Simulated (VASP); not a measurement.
Here is a VASP 6.6.1 calculation.

INCAR

```
  PREC = Accurate
  ENCUT = 600
  EDIFF = 1E-7
  ISMEAR = 0
  SIGMA = 0.02
  LREAL = F
  LASPH = T
  NELM = 120
  ALGO = Normal
  ISIF = 3
  LWAVE = F
  LCHARG = F
  GGA = PE
  IVDW = 12
  IBRION = 2
  NSW = 100
  EDIFFG = -0.005
  GGA_COMPAT = F
  NELMIN = 4
```

File KPOINTS:

```
regular mesh
0
Gamma
  6 6 8
```

Contents of POSCAR:

```
MgF2
1.0
    4.6213000000      0.0000000000      0.0000000000
    0.0000000000      4.6213000000      0.0000000000
    0.0000000000      0.0000000000      3.0159000000
Mg F
2 4
Direct
    0.0000000000      0.0000000000      0.0000000000
    0.5000000000      0.5000000000      0.5000000000
    0.3028000000      0.3028000000      0.0000000000
    0.1972000000      0.8028000000      0.5000000000
    0.6972000000      0.6972000000      0.0000000000
    0.8028000000      0.1972000000      0.5000000000
```

Potentials or basis: VASP PAW PBE potentials, release 64 (Mg, F).

Command:

```sh
$ cat potpaw_PBE.64/Mg/POTCAR potpaw_PBE.64/F/POTCAR > POTCAR
$ mpirun -np 1 vasp_std > vasp.out
```

Problem. What does it give for the band gap on the k mesh?

Solution. 7.01 eV.

Problem. Estimate the dispersion energy per atom.

Solution. -0.145 eV.

Problem. What does it give for the relaxed volume?

Solution. 11.01 Å³/atom.

Final structure:
```
Mg F
1.0
     4.64171    0.00000    0.00000
     0.00000    4.64171    0.00000
     0.00000    0.00000    3.06728
Mg F
2 4
Cartesian
  0.0000 0.0000 0.0000
  2.3209 2.3209 1.5336
  1.4064 1.4064 0.0000
  0.9145 3.7272 1.5336
  3.2353 3.2353 0.0000
  3.7272 0.9145 1.5336
```

A k mesh can miss the band edges. As with any semilocal functional, this PBE gap is likely too small.
